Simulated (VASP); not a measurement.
# Al12Ga in VASP: single point with LDA

Aim: the single point of Al12Ga with LDA.

All numbers are computed with VASP 6.6.1; they aren't measurements. Logs are shortened: lines on timing, memory, paths and dates and some standing lists are left out, and cuts for length are marked.

## 1. The cell of the first run

The cell holds a slab with vacuum, 13 atoms: a = 5.634 Å, b = 5.634 Å, c = 21.104 Å, α = 90.00°, β = 90.00°, γ = 90.00°.

## 2. Single point, LDA, collinear spin

Contents of INCAR:

```
PREC     = Accurate       # precision mode
ENCUT    = 520            # plane-wave cutoff, eV
EDIFF    = 1E-6           # SCF threshold, eV
ISMEAR   = 0              # smearing method
SIGMA    = 0.1            # smearing width, eV
LREAL    = False          # projectors in reciprocal space
LASPH    = True           # aspherical terms in the spheres
NELM     = 150            # most SCF steps
ALGO     = Normal         # electronic algorithm
ISIF     = 2              # what is computed and relaxed
LWAVE    = False          # write WAVECAR
LCHARG   = False          # write CHGCAR
ISPIN    = 2              # spin polarisation
MAGMOM   = 0 0 0 0 0 0 0 0 0 0 0 0 1 # initial moments
LORBIT   = 11             # projections on sites
LDIPOL   = True         
IDIPOL   = 3            
DIPOL    = 0.5 0.5 0.302
NBANDS   = 40             # bands
```

Contents of KPOINTS:

```
Automatic mesh
0
Gamma
  5 5 1
```

Contents of POSCAR:

```
Al12Ga
1.0
    5.6343731020      0.0000000000      0.0000000000
    0.0000000000      5.6343731020      0.0000000000
    0.0000000000      0.0000000000     21.1039189491
Al Ga
12 1
Direct
    0.2500000000      0.2500000000      0.1895382564
    0.2500000000      0.7500000000      0.1895382564
    0.7500000000      0.2500000000      0.1895382564
    0.7500000000      0.7500000000      0.1895382564
    0.0000000000      0.0000000000      0.2867506898
    0.0000000000      0.5000000000      0.2867506898
    0.5000000000      0.0000000000      0.2867506898
    0.5000000000      0.5000000000      0.2867506898
    0.2500000000      0.2500000000      0.3840006668
    0.2500000000      0.7500000000      0.3840006668
    0.7500000000      0.2500000000      0.3840006668
    0.7500000000      0.7500000000      0.3840006668
    0.5000000000      0.5000000000      0.4872990165
```

Potentials or basis: VASP PAW LDA potentials, release 64 (Al, Ga_d).

Started as:

```console
$ cat potpaw_LDA.64/Al/POTCAR potpaw_LDA.64/Ga_d/POTCAR > POTCAR
$ mpirun -np 1 vasp_std > vasp.out
```

OUTCAR:

```text
PREC = Accurate
   ENCUT = 520
   EDIFF = 1E-6
   ISMEAR = 0
   LREAL = False
   LASPH = True
   NELM = 150
   ISIF = 2
   ISPIN = 2
   LORBIT = 11

 ion  position               nearest neighbor table
   1  0.250  0.250  0.190-   2 2.82   3 2.82   2 2.82   3 2.82   7 2.86   8 2.86   5 2.86   6 2.86

   2  0.250  0.750  0.190-   1 2.82   4 2.82   1 2.82   4 2.82   7 2.86   8 2.86   5 2.86   6 2.86

   3  0.750  0.250  0.190-   1 2.82   4 2.82   4 2.82   1 2.82   7 2.86   8 2.86   5 2.86   6 2.86
[... 4 lines left out ...]
                            11 2.86  12 2.86   9 2.86  10 2.86
   6  0.000  0.500  0.287-   5 2.82   8 2.82   5 2.82   8 2.82   1 2.86   2 2.86   3 2.86   4 2.86
                            11 2.86  12 2.86   9 2.86  10 2.86
   7  0.500  0.000  0.287-   5 2.82   8 2.82   8 2.82   5 2.82   1 2.86   2 2.86   3 2.86   4 2.86
                            11 2.86  12 2.86   9 2.86  10 2.86
   8  0.500  0.500  0.287-   6 2.82   7 2.82   7 2.82   6 2.82   1 2.86   2 2.86   3 2.86   4 2.86
                            11 2.86  12 2.86   9 2.86  10 2.86
   9  0.250  0.250  0.384-  10 2.82  11 2.82  10 2.82  11 2.82   5 2.86   6 2.86   7 2.86   8 2.86
                            13 2.95
  10  0.250  0.750  0.384-   9 2.82  12 2.82   9 2.82  12 2.82   5 2.86   6 2.86   7 2.86   8 2.86
                            13 2.95
  11  0.750  0.250  0.384-   9 2.82  12 2.82  12 2.82   9 2.82   5 2.86   6 2.86   7 2.86   8 2.86
                            13 2.95
  12  0.750  0.750  0.384-  10 2.82  11 2.82  11 2.82  10 2.82   5 2.86   6 2.86   7 2.86   8 2.86
                            13 2.95
  13  0.500  0.500  0.487-   9 2.95  10 2.95  11 2.95  12 2.95

  LATTYP: Found a simple tetragonal cell.
 ALAT       =     5.6343731020
 C/A-ratio  =     3.7455664662

  Lattice vectors:

 A1 = (   5.6343731020,   0.0000000000,   0.0000000000)
 A2 = (   0.0000000000,   5.6343731020,   0.0000000000)
 A3 = (   0.0000000000,   0.0000000000,  21.1039189491)

Analysis of symmetry for initial positions (statically):
=====================================================================
 Subroutine PRICEL returns:
 Original cell was already a primitive cell.

 Routine SETGRP: Setting up the symmetry group for a
 simple tetragonal supercell.

 Subroutine GETGRP returns: Found  8 space group operations
 (whereof  8 operations were pure point group operations)
 out of a pool of 16 trial point group operations.

The static configuration has the point symmetry C_4v.

Analysis of symmetry for dynamics (positions and initial velocities):
=====================================================================
 Subroutine PRICEL returns:
 Original cell was already a primitive cell.

 Routine SETGRP: Setting up the symmetry group for a
 simple tetragonal supercell.

 Subroutine GETGRP returns: Found  8 space group operations
 (whereof  8 operations were pure point group operations)
 out of a pool of 16 trial point group operations.

The dynamic configuration has the point symmetry C_4v.

Analysis of structural, dynamic, and magnetic symmetry:
=====================================================================
 Subroutine PRICEL returns:
 Original cell was already a primitive cell.

 Routine SETGRP: Setting up the symmetry group for a
 simple tetragonal supercell.

 Subroutine GETGRP returns: Found  8 space group operations
 (whereof  8 operations were pure point group operations)
 out of a pool of 16 trial point group operations.

The overall configuration has the point symmetry C_4v.

 Subroutine INISYM returns: Found  8 space group operations
 (whereof  8 operations are pure point group operations),
 and found     1 'primitive' translations

----------------------------------------------------------------------------------------

                                     Primitive cell

  volume of cell :     669.9684

  direct lattice vectors                    reciprocal lattice vectors
     5.634373102  0.000000000  0.000000000     0.177482034  0.000000000  0.000000000
     0.000000000  5.634373102  0.000000000     0.000000000  0.177482034  0.000000000
     0.000000000  0.000000000 21.103918949     0.000000000  0.000000000  0.047384564

  length of vectors
     5.634373102  5.634373102 21.103918949     0.177482034  0.177482034  0.047384564

  position of ions in fractional coordinates (direct lattice)
     0.250000000  0.250000000  0.189538256
     0.250000000  0.750000000  0.189538256
     0.750000000  0.250000000  0.189538256
     0.750000000  0.750000000  0.189538256
     0.000000000  0.000000000  0.286750690
     0.000000000  0.500000000  0.286750690
     0.500000000  0.000000000  0.286750690
     0.500000000  0.500000000  0.286750690
     0.250000000  0.250000000  0.384000667
[... 68 lines left out ...]
   LNONCOLLINEAR =      F non collinear calculations
   LSORBIT =      F    spin-orbit coupling
   LASPH  =      T    aspherical Exc in radial PAW
   ENCUT  =  520.0 eV  38.22 Ry    6.18 a.u.  10.48 10.48 39.24*2*pi/ulx,y,z
   NELM   =    150;   NELMIN=  2; NELMDL= -5     # of ELM steps
   EDIFF  = 0.1E-05   stopping-criterion for ELM
   LREAL  =      F    real-space projection
   EDIFFG = 0.1E-04   stopping-criterion for IOM
   NSW    =      0    number of steps for IOM
   IBRION =     -1    ionic relax: 0-MD 1-quasi-New 2-CG
   NFREE  =      0    steps in history (QN), initial steepest desc. (CG)
   ISIF   =      2    stress and relaxation
   ISYM   =      2    0-nonsym 1-usesym 2-fastsym
   POTIM  = 0.5000    time-step for ionic-motion
   TEBEG  =    0.0;   TEEND  =   0.0 temperature during run
   PSTRESS=    0.0 pullay stress
   NELECT =      49.0000    total number of electrons
   NUPDOWN=      -1.0000    fix difference up-down
   EMIN   =  10.00;   EMAX   =-10.00  energy-range for DOS
   EFERMI =   0.00;   METHOD = LEGACY
   ISMEAR =     0;   SIGMA  =   0.10  broadening in eV -4-tet -1-fermi 0-gaus
   EFERMI_NEDOS =   21; number of points for ismear=-14 and -15
   IALGO  =     38    algorithm
   IMIX   =      4    mixing-type and parameters
     AMIX     =   0.40;   BMIX     =  1.00
     AMIX_MAG =   1.60;   BMIX_MAG =  1.00
  volume/ion in A,a.u.               =      51.54       347.78
  Fermi-wavevector in a.u.,A,eV,Ry     =   0.684629  1.293762  6.377284  0.468717
  Thomas-Fermi vector in A             =   1.764337
   LORBIT       =     11    0 simple, 1 ext, 2 COOP (PROOUT), +10 PAW based schemes
   GGA     = CA    functional components
   LHFCALC =     F    Hartree Fock is set to
   AEXX    =    0.0000 exact exchange contribution
   IVDW    =     0    specifies the selected vdW correction
   LEPSILON=     F    determine dielectric tensor
   LRPA    =     F    only Hartree local field effects (RPA)
 spin polarized calculation
 Gauss-broadening in eV      SIGMA  =   0.10
  energy-cutoff  :      520.00
  volume of cell :      669.97
 maximum number of plane-waves:     18131
 NGX is ok and might be reduce to    42
   NGX = 21   NGY = 21   NGZ = 79

 dipolmoment           0.000000      0.000000      0.116293 electrons x Angstroem

 number of electron      48.9999999 magnetization       0.0014900

 number of electron      48.9999999 magnetization      -0.0001802

 dipolmoment           0.000000      0.000000     -0.021247 electrons x Angstroem

 Free energy of the ion-electron system (eV)
  ---------------------------------------------------
  ext. energy  EPLUGINS =         0.00000000
  ---------------------------------------------------
  free energy    TOTEN  =       -49.37021893 eV

  energy without entropy =      -49.36011219  energy(sigma->0) =      -49.36516556

 E-fermi :  -0.5099     XC(G=0):  -4.4091

 val. band max:       -0.6215196915   @ k =   0.2000   0.0000   0.0000
 cond. band min:      -0.4453156140   @ k =   0.2000   0.2000   0.0000
 fundamental gap:      0.1762040775
 Fermi energy:        -0.5098797456

 spin component 1

 k-point     1 :       0.0000    0.0000    0.0000
  band No.  band energies     occupation
      1     -15.3081      1.00000
      2     -15.3033      1.00000
      3     -15.3033      1.00000
      4     -15.3018      1.00000
      5     -15.2915      1.00000
      6     -10.9745      1.00000
[... 223 lines left out ...]
     35       2.3499      0.00000
     36       2.3671      0.00000
 Fermi energy:        -0.5098797456

 spin component 2

 k-point     1 :       0.0000    0.0000    0.0000
  band No.  band energies     occupation
      1     -15.3081      1.00000
      2     -15.3033      1.00000
      3     -15.3033      1.00000
      4     -15.3018      1.00000
      5     -15.2915      1.00000
      6     -10.9746      1.00000
[... 223 lines left out ...]
     35       2.3499      0.00000
     36       2.3671      0.00000
 [bands above 36 left out]

------------------------ aborting loop because EDIFF is reached ----------------------------------------

 vacuum level on the upper side and lower side of the slab       (xc-potential included)        -0.138         0.043

  FORCE on cell =-STRESS in cart. coord.  units (eV):
  Direction    XX          YY          ZZ          XY          YZ          ZX
  --------------------------------------------------------------------------------------
  -------------------------------------------------------------------------------------
  Total       -8.5549707     -8.5549707     -1.4677317      0.0000000      0.0000000      0.0000000
  in kB      -20.4585473    -20.4585473     -3.5099662      0.0000000      0.0000000      0.0000000
  external PRESSURE =     -14.8090203 kB  Pullay stress =       0.0000000 kB

 VOLUME and BASIS-vectors are now :
 -----------------------------------------------------------------------------
  energy-cutoff  :      520.00
  volume of cell :      669.97
      direct lattice vectors                 reciprocal lattice vectors
     5.634373102  0.000000000  0.000000000     0.177482034  0.000000000  0.000000000
     0.000000000  5.634373102  0.000000000     0.000000000  0.177482034  0.000000000
     0.000000000  0.000000000 21.103918949     0.000000000  0.000000000  0.047384564

 POSITION                                       TOTAL-FORCE (eV/Angst)
 -----------------------------------------------------------------------------------
      1.40859      1.40859      4.00000         0.019899      0.019899     -0.019268
      1.40859      4.22578      4.00000         0.019899     -0.019899     -0.019268
      4.22578      1.40859      4.00000        -0.019899      0.019899     -0.019268
      4.22578      4.22578      4.00000        -0.019899     -0.019899     -0.019268
      0.00000      0.00000      6.05156        -0.000000      0.000000      0.026936
      0.00000      2.81719      6.05156        -0.000000      0.000000      0.070992
      2.81719      0.00000      6.05156        -0.000000      0.000000      0.070992
      2.81719      2.81719      6.05156        -0.000000      0.000000     -0.017225
      1.40859      1.40859      8.10392        -0.011117     -0.011117      0.149455
      1.40859      4.22578      8.10392        -0.011117      0.011117      0.149455
      4.22578      1.40859      8.10392         0.011117     -0.011117      0.149455
      4.22578      4.22578      8.10392         0.011117      0.011117      0.149455
      2.81719      2.81719     10.28392        -0.000000      0.000000     -0.672443
 -----------------------------------------------------------------------------------
    total drift:                                0.000000      0.000000     -0.000651

  FREE ENERGIE OF THE ION-ELECTRON SYSTEM (eV)
  ---------------------------------------------------
  free  energy   TOTEN  =       -49.3702189286 eV

  energy  without entropy=      -49.3601121853  energy(sigma->0) =      -49.36516556

 vacuum level on the upper side and lower side of the slab         3.827         3.998

 total charge

# of ion       s       p       d       tot
------------------------------------------
    1        0.483   0.302   0.000   0.786
    2        0.483   0.302   0.000   0.786
    3        0.483   0.302   0.000   0.786
    4        0.483   0.302   0.000   0.786
    5        0.447   0.344   0.000   0.791
    6        0.440   0.358   0.000   0.798
    7        0.440   0.358   0.000   0.798
    8        0.444   0.354   0.000   0.798
    9        0.468   0.319   0.000   0.786
   10        0.468   0.319   0.000   0.786
   11        0.468   0.319   0.000   0.786
   12        0.468   0.319   0.000   0.786
   13        1.157   0.380   9.928  11.465
--------------------------------------------------
tot          6.732   4.278   9.928  20.939

 magnetization (x)

# of ion       s       p       d       tot
------------------------------------------
    1       -0.000  -0.000   0.000  -0.000
    2       -0.000  -0.000   0.000  -0.000
    3       -0.000  -0.000   0.000  -0.000
    4       -0.000  -0.000   0.000  -0.000
    5       -0.000   0.000   0.000  -0.000
    6       -0.000   0.000   0.000  -0.000
    7       -0.000   0.000   0.000  -0.000
    8       -0.000   0.000   0.000  -0.000
    9        0.000   0.000   0.000   0.000
   10        0.000   0.000   0.000   0.000
   11        0.000   0.000   0.000   0.000
   12        0.000   0.000   0.000   0.000
   13        0.000   0.000   0.000   0.000
--------------------------------------------------
tot          0.000   0.000   0.000   0.000
```

Wall time 13 min (1 thread of Intel Xeon Platinum 8259CL at 2.50GHz (Skylake/Cascade Lake), shared host); peak memory 0.63 GiB.

What came out:

```
Free energy                                           : -49.3702 eV
Largest force                                         : 0.672 eV/Å
Net moment                                            : 0.00 μB per cell
Valence electrons inside the program's atomic spheres : Al 0.79, 0.80 (each value once); Ga 11.46
```

Forces on the atoms (eV/Å):
```
Al   0.020  0.020 -0.019
Al   0.020 -0.020 -0.019
Al  -0.020  0.020 -0.019
Al  -0.020 -0.020 -0.019
Al   0.000  0.000  0.027
Al   0.000  0.000  0.071
Al   0.000  0.000  0.071
Al   0.000  0.000 -0.017
Al  -0.011 -0.011  0.149
Al  -0.011  0.011  0.149
Al   0.011 -0.011  0.149
Al   0.011  0.011  0.149
Ga   0.000  0.000 -0.672
```

Levels at points of the mesh, in eV from the Fermi level:
Spin up:
```tsv
k point	band 21	band 22	band 23	band 24	band 25	band 26	band 27	band 28
(0.00, 0.00, 0.00)	-1.27	-1.27	-0.84	-0.50	-0.30	-0.15	-0.15	-0.14
```
Spin down:
```tsv
k point	band 20	band 21	band 22	band 23	band 24	band 25	band 26	band 27	band 28	band 29
(0.00, 0.00, 0.00)	-1.44	-1.27	-1.27	-0.84	-0.50	-0.30	-0.15	-0.15	-0.14	1.12
```
